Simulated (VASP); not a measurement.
Set up this calculation in VASP 6.6.1, as the native input.

- Task: single point
- Functional: PBE
- Potentials or basis: VASP PAW PBE potentials, release 64 (K_sv, Cl)
- Cutoff: 520 eV
- k mesh: 8 × 8 × 8
- Occupations: gaussian, width 0.05 eV
- Spin: no spin polarisation
- Dipole correction: no
- Further INCAR settings: ALGO = Normal; EDIFF = 1e-06; NBANDS = 15

The structure of KCl lies in POSCAR:

```
KCl
1.0
    3.7772626537      0.0000000000      0.0000000000
    0.0000000000      3.7772626537      0.0000000000
    0.0000000000      0.0000000000      3.9661257864
K Cl
1 1
Direct
    0.0000000000      0.0000000000      0.0000000000
    0.5000000000      0.5000000000      0.5000000000
```

This cell differs from its parent crystal: ratio of the length along z to the lengths across it x 1.05, volume and fractional coordinates fixed.

The input as run:

INCAR

```
ALGO = Normal
EDIFF = 1E-6
ENCUT = 520
GGA = PE
ISIF = 2
ISMEAR = 0
LASPH = T
LCHARG = F
LREAL = F
LWAVE = F
NBANDS = 15
NELM = 80
PREC = Accurate
SIGMA = 0.05
```

KPOINTS

```
k-points
0
Gamma
  8 8 8
```

Potentials or basis: VASP PAW PBE potentials, release 64 (K_sv, Cl).

Launch:

```bash
$ cat potpaw_PBE.64/K_sv/POTCAR potpaw_PBE.64/Cl/POTCAR > POTCAR
$ mpirun -np 1 vasp_std > vasp.out
```

It gave:

```yaml
Pressure: 0.0 GPa
Band_gap_on_the_k_mesh: 4.69 eV (least direct gap 4.88 eV)
```

Run time: 61 s on 1 thread of Intel Xeon 8259CL (shared host), peak memory 0.2 GiB.
